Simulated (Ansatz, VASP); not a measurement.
**Ti: VASP beside Ansatz**

File INCAR:

```
PREC = Accurate
ENCUT = 520
EDIFF = 1E-6
ISMEAR = 0
SIGMA = 0.1
LREAL = F
LASPH = T
NELM = 60
ALGO = Fast
ISIF = 2
LWAVE = F
LCHARG = F
GGA = PS
NBANDS = 25
```

KPOINTS

```
regular mesh
0
Gamma
  12 12 18
```

File POSCAR:

```
Ti
1.0
    4.5152900523      0.0000000000      0.0000000000
   -2.2576450261      3.9103558907      0.0000000000
    0.0000000000      0.0000000000      2.8547695215
Ti
3
Direct
    0.0000000000      0.0000000000      0.0000000000
    0.3333333333      0.6666666667      0.5000000000
    0.6666666667      0.3333333333      0.5000000000
```

Input for Ansatz:

```yaml
crystal:
  lattice:
    - [4.5152900523, 0.0, 0.0]
    - [-2.2576450261, 3.9103558907, 0.0]
    - [0.0, 0.0, 2.8547695215]
  atoms:
    - { symbol: Ti, position: [0.0, 0.0, 0.0] }
    - { symbol: Ti, position: [0.3333333333, 0.6666666667, 0.5] }
    - { symbol: Ti, position: [0.6666666667, 0.3333333333, 0.5] }
basis:
  ecutwfc: 420
kpoints:
  mp_grid: { grid: [12, 12, 18] }
hamiltonian:
  xc: pbesol
scf:
  occupations: { method: gaussian, width: 0.1 }
output:
  forces: true
  stress: true
  eigenvalues: true
```

Change from the starting cell: strain along c alone, the other axes held, atoms relaxed: +2.0 %.

Alike in both runs: task single point; functional PBEsol; k mesh 12 × 12 × 18; occupations gaussian, width 0.1 eV; no spin polarisation.

|  | VASP | Ansatz |
| --- | --- | --- |
| version | VASP 6.6.1 | Ansatz 0.2.0 |
| potentials or method | VASP PAW PBE potentials, release 64 (Ti_sv), cutoff 520 eV | scalar-relativistic, plane waves, PAW |
| valence electrons in the cell | 36 | 36 |

VASP gave:

* gap on the k mesh at the Fermi level (eV): none
* pressure (GPa): -2.6
* traceless stress, the component that is largest in VASP (GPa): -2.47

Problem. Estimate Ansatz's values.

Solution. gap on the k mesh at the Fermi level (eV): none; pressure (GPa): -2.4; traceless stress, the component that is largest in VASP (GPa): -2.48.

VASP's potentials were made for PBE, not for PBEsol. A gap of «none» marks a metal or a gap that the smearing closes.
